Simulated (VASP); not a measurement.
Wanted: the native input for a VASP 6.6.1 run.

```
Task                   : single point
Functional             : PBEsol
Potentials or basis    : VASP PAW PBE potentials, release 64 (Sr_sv, O)
Cutoff                 : 520 eV
k mesh                 : 12 × 12 × 12
Occupations            : fermi-dirac, width 0.1 eV
Spin                   : no spin polarisation
Dipole correction      : no
Further INCAR settings : ALGO = Normal; EDIFF = 1e-07; NBANDS = 15
```

The structure of SrO lies in POSCAR:

```
SrO
1.0
    0.0000000000      2.5614439497      2.5614439497
    2.5614439497      0.0000000000      2.5614439497
    2.5614439497      2.5614439497      0.0000000000
Sr O
1 1
Direct
    0.5000000000      0.5000000000      0.5000000000
    0.0000000000      0.0000000000      0.0000000000
```

These files were run (other wordings do the same):

INCAR

```
PREC = Accurate
ENCUT = 520
EDIFF = 1E-7
ISMEAR = -1
SIGMA = 0.1
LREAL = F
LASPH = T
NELM = 80
ALGO = Normal
ISIF = 2
LWAVE = F
LCHARG = F
GGA = PS
NBANDS = 15
```

KPOINTS

```
Automatic mesh
0
Gamma
  12 12 12
```

Potentials or basis: VASP PAW PBE potentials, release 64 (Sr_sv, O).

Run with:

```sh
$ cat potpaw_PBE.64/Sr_sv/POTCAR potpaw_PBE.64/O/POTCAR > POTCAR
$ mpirun -np 1 vasp_std > vasp.out
```

It gave:

```
Pressure               : 0.6 GPa
Band gap on the k mesh : 3.15 eV, indirect (least direct gap 3.23 eV)
```

Caveat: the PAW data sets were made with another functional, which shifts forces and pressure a little.

Run time: 17 s on 1 thread of Intel(R) Xeon(R) 6975P-C (Granite Rapids), with other jobs on the host, peak memory 0.17 GiB.
